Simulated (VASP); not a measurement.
# MoS2 in VASP: further runs, part 2 of 2

VASP 6.6.1. The steps go on from the part before.

### Step 4. Single point, PBE+D3(BJ)

This run uses another cell than the first one: it holds 6 atoms, not 3.

Input file INCAR:

```
ALGO = Normal
DIPOL = 0.5 0.5 0.500
EDIFF = 1E-7
ENCUT = 520
GGA = PE
IDIPOL = 3
ISIF = 2
ISMEAR = 0
IVDW = 12
LASPH = True
LCHARG = False
LDIPOL = True
LREAL = False
LWAVE = False
NBANDS = 35
NELM = 80
PREC = Accurate
SIGMA = 0.1
```

Input file KPOINTS:

```
k-points
0
Gamma
  18 18 1
```

Input file POSCAR:

```
MoS2
1.0
    3.1356825285      0.0000000000      0.0000000000
   -1.5678412643      2.7155807279      0.0000000000
    0.0000000000      0.0000000000     45.4667540098
S Mo
4 2
Direct
    0.0000000000      0.0000000000      0.3921996536
    0.3333333333      0.6666666667      0.4628380388
    0.3333333333      0.6666666667      0.5371619611
    0.6666666667      0.3333333333      0.6078003460
    0.6666666667      0.3333333333      0.4275968022
    0.0000000000      0.0000000000      0.5724031983
```

Potentials or basis: VASP PAW PBE potentials, release 64 (S, Mo_sv).

Command:

```bash
cat potpaw_PBE.64/S/POTCAR potpaw_PBE.64/Mo_sv/POTCAR > POTCAR
mpirun -np 1 vasp_std > vasp.out
```

OUTCAR:

```text
EDIFF = 1E-7
   ENCUT = 520
   GGA = PE
   ISIF = 2
   ISMEAR = 0
   IVDW = 12
   LASPH = True
   LREAL = False
   NELM = 80
   PREC = Accurate
 IVDW          = 12

 ion  position               nearest neighbor table
   1  0.000  0.000  0.392-   5 2.42   5 2.42   5 2.42
   2  0.333  0.667  0.463-   5 2.42   5 2.42   5 2.42
   3  0.333  0.667  0.537-   6 2.42   6 2.42   6 2.42
   4  0.667  0.333  0.608-   6 2.42   6 2.42   6 2.42
   5  0.667  0.333  0.428-   2 2.42   2 2.42   2 2.42   1 2.42   1 2.42   1 2.42
   6  0.000  0.000  0.572-   3 2.42   3 2.42   3 2.42   4 2.42   4 2.42   4 2.42

  LATTYP: Found a hexagonal cell.
 ALAT       =     3.1356825285
 C/A-ratio  =    14.4997950515

  Lattice vectors:

 A1 = (   3.1356825285,   0.0000000000,   0.0000000000)
 A2 = (  -1.5678412643,   2.7155807279,   0.0000000000)
 A3 = (   0.0000000000,   0.0000000000,  45.4667540098)

Analysis of symmetry for initial positions (statically):
=====================================================================
 Subroutine PRICEL returns:
 Original cell was already a primitive cell.

 Routine SETGRP: Setting up the symmetry group for a
 hexagonal supercell.

 Subroutine GETGRP returns: Found 12 space group operations
 (whereof  6 operations were pure point group operations)
 out of a pool of 24 trial point group operations.

The static configuration has the point symmetry C_3v.
 The point group associated with its full space group is D_3d.

Analysis of symmetry for dynamics (positions and initial velocities):
=====================================================================
 Subroutine PRICEL returns:
 Original cell was already a primitive cell.

 Routine SETGRP: Setting up the symmetry group for a
 hexagonal supercell.

 Subroutine GETGRP returns: Found 12 space group operations
 (whereof  6 operations were pure point group operations)
 out of a pool of 24 trial point group operations.

The dynamic configuration has the point symmetry C_3v.
 The point group associated with its full space group is D_3d.

[... 134 lines left out ...]
   IVDW    =    12    specifies the selected vdW correction
   LEPSILON=     F    determine dielectric tensor
   LRPA    =     F    only Hartree local field effects (RPA)
 non-spin polarized calculation
 Gauss-broadening in eV      SIGMA  =   0.10
  energy-cutoff  :      520.00
  volume of cell :      387.16
 maximum number of plane-waves:     10480
 NGX is ok and might be reduce to    24
   NGX = 11   NGY = 11   NGZ =169

 number of electron      52.0000000 magnetization

 dipolmoment           0.000000      0.000000      0.000000 electrons x Angstroem

 Free energy of the ion-electron system (eV)
  ---------------------------------------------------
  ext. energy  EPLUGINS =         0.00000000
  ---------------------------------------------------
  free energy    TOTEN  =       -41.96433474 eV

  energy without entropy =      -41.95133987  energy(sigma->0) =      -41.95783731

 E-fermi :  -1.5139     XC(G=0):  -3.2499

 val. band max:       -1.5307768586   @ k =   0.0556   0.0000   0.0000
 cond. band min:      -1.5115667241   @ k =   0.3333   0.2778   0.0000
 fundamental gap:      0.0192101344
 Fermi energy:        -1.5139394437

 k-point     1 :       0.0000    0.0000    0.0000
  band No.  band energies     occupation
      1     -63.3042      2.00000
      2     -63.3042      2.00000
      3     -37.3902      2.00000
      4     -37.3902      2.00000
      5     -37.2450      2.00000
      6     -37.2450      2.00000
[... 901 lines left out ...]
     34       2.7091      0.00000
     35       4.1382      0.00000

 [... further k-points ...]

------------------------ aborting loop because EDIFF is reached ----------------------------------------

 vacuum level on the upper side and lower side of the slab       (xc-potential included)        -0.075        -0.075

 Edisp (eV)   -2.16818

 E8    (eV) :    -0.9075

  FORCE on cell =-STRESS in cart. coord.  units (eV):
  Direction    XX          YY          ZZ          XY          YZ          ZX
  --------------------------------------------------------------------------------------
  -------------------------------------------------------------------------------------
  Total      -0.04704    -0.04704    -0.10490     0.00000     0.00000     0.00000
  in kB      -0.19465    -0.19465    -0.43410     0.00000     0.00000     0.00000
  external pressure =       -0.27 kB  Pullay stress =        0.00 kB

 VOLUME and BASIS-vectors are now :
 -----------------------------------------------------------------------------
  energy-cutoff  :      520.00
  volume of cell :      387.16
      direct lattice vectors                 reciprocal lattice vectors
     3.135682528  0.000000000  0.000000000     0.318909836  0.184122679  0.000000000
    -1.567841264  2.715580728  0.000000000     0.000000000  0.368245359  0.000000000
     0.000000000  0.000000000 45.466754010     0.000000000  0.000000000  0.021994093

 POSITION                                       TOTAL-FORCE (eV/Angst)
 -----------------------------------------------------------------------------------
      0.00000      0.00000     17.83205        -0.000000     -0.000000      0.010229
     -0.00000      1.81039     21.04374        -0.000000      0.000000     -0.010075
     -0.00000      1.81039     24.42301         0.000000     -0.000000      0.010075
      1.56784      0.90519     27.63471         0.000000      0.000000     -0.010229
      1.56784      0.90519     19.44144         0.000000     -0.000000     -0.000789
      0.00000      0.00000     26.02532        -0.000000      0.000000      0.000789
 -----------------------------------------------------------------------------------
    total drift:                               -0.000000      0.000000      0.000069

  FREE ENERGIE OF THE ION-ELECTRON SYSTEM (eV)
  ---------------------------------------------------
  free  energy   TOTEN  =       -44.1325108850 eV

  energy  without entropy=      -44.1195160223  energy(sigma->0) =      -44.12601345

 vacuum level on the upper side and lower side of the slab         3.487         3.487
```

OSZICAR:

```text
N       E                     dE             d eps       ncg     rms          rms(c)
DAV:   1     0.441313432752E+03    0.44131E+03   -0.25356E+04  3238   0.117E+03
DAV:   2    -0.519601934755E+01   -0.44651E+03   -0.43586E+03  3625   0.279E+02
DAV:   3    -0.440939230071E+02   -0.38898E+02   -0.38378E+02  3229   0.764E+01
[... 20 lines left out ...]
DAV:  24    -0.419643322010E+02   -0.37233E-05   -0.91862E-08  2095   0.693E-04    0.407E-04
DAV:  25    -0.419643331391E+02   -0.93812E-06   -0.74866E-09  1913   0.287E-04    0.354E-04
DAV:  26    -0.419643341872E+02   -0.10480E-05   -0.16076E-08  1875   0.298E-04    0.155E-04
DAV:  27    -0.419643344492E+02   -0.26206E-06   -0.10528E-09  1819   0.180E-04    0.993E-05
DAV:  28    -0.419643346996E+02   -0.25038E-06   -0.22296E-09  1751   0.167E-04    0.646E-05
DAV:  29    -0.419643347363E+02   -0.36719E-07    0.13099E-09  1583   0.729E-05
   1 F= -.44132511E+02 E0= -.44126013E+02  d E =-.129949E-01
```

stdout:

```text
POSCAR found type information on POSCAR S Mo
 POSCAR found :  2 types and       6 ions
 scaLAPACK will be used
 LDA part: xc-table for (Slater+PW92), standard interpolation
 POSCAR, INCAR and KPOINTS ok, starting setup
 FFT: planning ... GRIDC
 FFT: planning ... GRID_SOFT
 FFT: planning ... GRID
 WAVECAR not read
 entering main loop
```

Wall time 21 min (1 thread of Intel Xeon 8259CL, shared host); peak memory 0.72 GiB.

Results:

```
Free energy                : -44.1325 eV
Largest force              : 0.010 eV/Å
Band gap on the k mesh     : zero (bands 26 and 27 overlap by 0.51 eV)
Dispersion energy per atom : -0.361 eV
```

Forces in eV/Å, atoms in the order of the input:
```
S    0.000  0.000  0.010
S    0.000  0.000 -0.010
S    0.000  0.000  0.010
S    0.000  0.000 -0.010
Mo   0.000  0.000 -0.001
Mo   0.000  0.000  0.001
```

### Step 5. Relaxation of the atoms, PBE+D3(BJ)

This run uses another cell than the first one: it holds 6 atoms, not 3.

Input file INCAR:

```
ALGO = Normal ; DIPOL = 0.5 0.5 0.500
EDIFF = 1E-6 ; EDIFFG = -0.03
ENCUT = 520 ; GGA = PE
IBRION = 2 ; IDIPOL = 3
ISIF = 2 ; ISMEAR = 0
IVDW = 12 ; LASPH = T
LCHARG = F ; LDIPOL = T
LREAL = F ; LWAVE = F
NELM = 60 ; NSW = 90
PREC = Accurate ; SIGMA = 0.1
```

Input file KPOINTS:

```
k-points
0
Gamma
  9 9 1
```

Input file POSCAR:

```
MoS2
1.0
    3.1334577205      0.0000000000      0.0000000000
   -1.5667288603      2.7136539876      0.0000000000
    0.0000000000      0.0000000000     26.1646874887
S Mo
4 2
Selective dynamics
Direct
    0.0000000000      0.0000000000      0.3248653363  F F F
    0.3333333333      0.6666666667      0.4473887240  F F F
    0.6666666667      0.3333333333      0.5526112760  T T T
    0.0000000000      0.0000000000      0.6751346637  T T T
    0.6666666667      0.3333333333      0.3861270301  F F F
    0.3333333333      0.6666666667      0.6138729699  T T T
```

Command:

```bash
cat potpaw_PBE.64/S/POTCAR potpaw_PBE.64/Mo_sv/POTCAR > POTCAR
mpirun -np 1 vasp_std > vasp.out
```

Run time: 2.9 min. Hardware: 1 thread of AMD EPYC 7R43 (Zen 3), shared host; peak memory 0.33 GiB.

The run converged. Its results:

| Item | Value |
| --- | --- |
| Free energy | -44.2541 eV |
| Energy gained by relaxing | 0.0 meV/atom |
| Ionic steps | 2 |
| Band gap on the k mesh | zero (bands 26 and 27 overlap by 0.60 eV) |
| Dispersion energy per atom | -0.383 eV |

The path:
| step | energy change (eV) | largest force on free atoms (eV/Å) | pressure (GPa) |
| --- | --- | --- | --- |
| 1 | 0.0000 | 0.0533 | 0.12 |
| 2 | -0.0001 | 0.0138 | 0.07 |

Final structure:
```
CELL_PARAMETERS angstrom
3.13346 0.00000 0.00000
-1.56673 2.71365 0.00000
0.00000 0.00000 26.16469
ATOMIC_POSITIONS crystal
S 0.00000 0.00000 0.32487
S 0.33333 0.66667 0.44739
S 0.66667 0.33333 0.55256
S 0.00000 0.00000 0.67523
Mo 0.66667 0.33333 0.38613
Mo 0.33333 0.66667 0.61385
```

Levels at points of the mesh, in eV from the Fermi level:
```tsv
k point	band 24	band 25	band 26	band 27	band 28	band 29
(0.00, 0.00, 0.00)	-0.71	-0.71	-0.32	0.00	0.00	0.10
```

### Step 6. The runs side by side

| task | cell | k mesh | atoms held fixed (from 0) | gap on the mesh (eV) | largest force (eV/Å) |
| --- | --- | --- | --- | --- | --- |
| single point | a = 3.136, b = 3.136, c = 32.412 Å, angles 90.0, 90.0, 120.0°, 3 atoms, atomic positions A | 18 × 18 × 1 | - | none | 0.01 |
| single point | a = 3.136, b = 3.136, c = 45.467 Å, angles 90.0, 90.0, 120.0°, 6 atoms, atomic positions B | 18 × 18 × 1 | - | none | 0.02 |
| single point | a = 3.136, b = 3.136, c = 45.467 Å, angles 90.0, 90.0, 120.0°, 6 atoms, atomic positions C | 18 × 18 × 1 | - | none | 0.01 |
| relaxation of the atoms | atoms relaxed from a = 3.133, b = 3.133, c = 26.165 Å, angles 90.0, 90.0, 120.0°, 6 atoms, atomic positions D | 9 × 9 × 1 | [0, 4, 1] | none | - |

Alike in all rows: level PBE+D3(BJ); potentials or basis VASP PAW PBE potentials, release 64 (S, Mo_sv); no spin polarisation; cutoff (eV) 520; smearing gaussian 0.1 eV.

Absolute energies hang on the potentials; compare differences alone.
